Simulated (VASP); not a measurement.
MgO:

```
CELL_PARAMETERS angstrom
2.59423 -0.02912 -0.02912
-0.02912 2.59423 -0.02912
-0.02912 -0.02912 2.59423
ATOMIC_POSITIONS crystal
Mg 0.00000 0.00000 0.00000
O 0.50000 0.50000 0.50000
```

This cell differs from its parent crystal: strain along [111] -3.3%.

Program: VASP 6.6.1. Alike in all runs: task single point; potentials or basis VASP PAW PBE potentials, release 64 (Mg, O); no spin polarisation; cell as given; cutoff (eV) 520. Hardware: 1 thread of Intel(R) Xeon(R) Platinum 8488C (Sapphire Rapids), with other jobs on the host.

**Question.** Order these runs on this cell by their wall time, lowest first.
A. level r2SCAN; k mesh 10 × 10 × 10; smearing gaussian 0.01 eV
B. level HSE06; k mesh 6 × 6 × 6; smearing gaussian 0.01 eV; grid for exact exchange (PRECFOCK) Normal; screening parameter 0.2079 1/Å
C. level PBE; k mesh 10 × 10 × 10; smearing fermi-dirac 0.02 eV

**Answer.** C (11 s), A (72 s), B (480 s).
